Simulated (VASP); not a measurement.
Wanted: the native input for a VASP 6.6.1 run.

```
Task                   : relaxation of cell and atoms
Functional             : PBE
Potentials or basis    : VASP PAW PBE potentials, release 64 (Be, Al)
Cutoff                 : 600 eV
k mesh                 : 4 × 4 × 4
Occupations            : gaussian, width 0.1 eV
Spin                   : no spin polarisation
Dipole correction      : no
Further INCAR settings : ALGO = Normal; EDIFF = 1e-06; IBRION = 2; EDIFFG = -0.04; NSW = 90; ISIF = 3
```

The structure of BeAl7 lies in POSCAR:

```
BeAl7
1.0
    5.3306106900      0.0000000000      0.0000000000
    0.0000000000      5.3306106900      0.0000000000
    0.0000000000      0.0000000000      5.3306106900
Be Al
1 7
Direct
    0.0000000000      0.0000000000      0.0000000000
    0.2526152100      0.2526152100      0.2526152100
    0.0000000000      0.5000000000      0.5000000000
    0.5000000000      0.5000000000      0.0000000000
    0.5000000000      0.0000000000      0.5000000000
    0.7473847900      0.2526152100      0.7473847900
    0.7473847900      0.7473847900      0.2526152100
    0.2526152100      0.7473847900      0.7473847900
```

One way to write it, as run:

INCAR

```
  PREC = Accurate
  ENCUT = 600
  EDIFF = 1E-6
  ISMEAR = 0
  SIGMA = 0.1
  LREAL = False
  LASPH = True
  NELM = 80
  ALGO = Normal
  ISIF = 3
  LWAVE = False
  LCHARG = False
  GGA = PE
  IBRION = 2
  NSW = 90
  EDIFFG = -0.04
```

KPOINTS

```
regular mesh
0
Gamma
  4 4 4
```

Potentials or basis: VASP PAW PBE potentials, release 64 (Be, Al).

Launch:

```sh
$ cat potpaw_PBE.64/Be/POTCAR potpaw_PBE.64/Al/POTCAR > POTCAR
$ mpirun -np 1 vasp_std > vasp.out
```

It gave:

- Relaxed volume: 25.14 Å³/atom
- Relaxed cell: a = 5.859 Å, b = 5.859 Å, c = 5.859 Å, α = 90.00°, β = 90.00°, γ = 90.00°
- Space group after relaxing (to 0.05 Å): P-43m (No. 215)
- Energy gained by relaxing: 503.5 meV/atom
- Ionic steps: 11
- Pressure after relaxing: 0.0 GPa
- Largest force after relaxing: 0.016 eV/Å

Caveat: the volume moved by over 15 % at a fixed basis, so the end points are rough.

Wall time 2.6 min on 1 thread of Intel(R) Xeon(R) Platinum 8559C (Emerald Rapids) (shared host), peak memory 0.32 GiB.
